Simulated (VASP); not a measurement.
Wanted: the native input for a VASP 6.6.1 run.

* Task: single point
* Functional: PBE
* Potentials or basis: VASP PAW PBE potentials, release 64 (Co)
* Cutoff: 520 eV
* k mesh: 15 × 15 × 8
* Occupations: fermi-dirac, width 0.08 eV
* Spin: collinear spin, ferromagnetic start
* Starting moments: [1.145, 1.145] μB
* Fixed moment: 2.29 μB
* Dipole correction: no
* Further INCAR settings: ALGO = Normal; EDIFF = 1e-07; NBANDS = 20

The structure of Co lies in POSCAR:

```
Co
1.0
    2.4873648738      0.0000000000      0.0000000000
   -1.2436824369      2.1541211692      0.0000000000
    0.0000000000      0.0000000000      4.0632895034
Co
2
Direct
    0.6666666667      0.3333333333      0.2598610000
    0.3333333333      0.6666666667      0.7401390000
```

The input as run:

INCAR

```
SYSTEM = Co
ALGO = Normal
EDIFF = 1E-7
ENCUT = 520
GGA = PE
ISIF = 2
ISMEAR = -1
ISPIN = 2
LASPH = .TRUE.
LCHARG = .FALSE.
LMAXMIX = 4
LORBIT = 11
LREAL = .FALSE.
LWAVE = .FALSE.
MAGMOM = 1.145 1.145
NBANDS = 20
NELM = 150
NUPDOWN = 2.29
PREC = Accurate
SIGMA = 0.08
```

KPOINTS

```
k-points
0
G
  15 15 8
  0 0 0
```

Potentials or basis: VASP PAW PBE potentials, release 64 (Co).

Launch:

```sh
$ cat potpaw_PBE.64/Co/POTCAR > POTCAR
$ mpirun -np 1 vasp_std > vasp.out
```

It gave:

```yaml
Pressure: -5.8 GPa
Largest_force: 0.603 eV/Å
Net_moment: 2.29 μB per cell
Site_moments: Co +1.17 μB
Valence_electrons_inside_the_program's_atomic_spheres: Co 8.27
```

Caveat: the cell stands under tension; the total moment is fixed, so each spin has its own Fermi level.

Wall time 3.9 min on 1 thread of Intel Xeon 8259CL (shared host), peak memory 0.23 GiB.
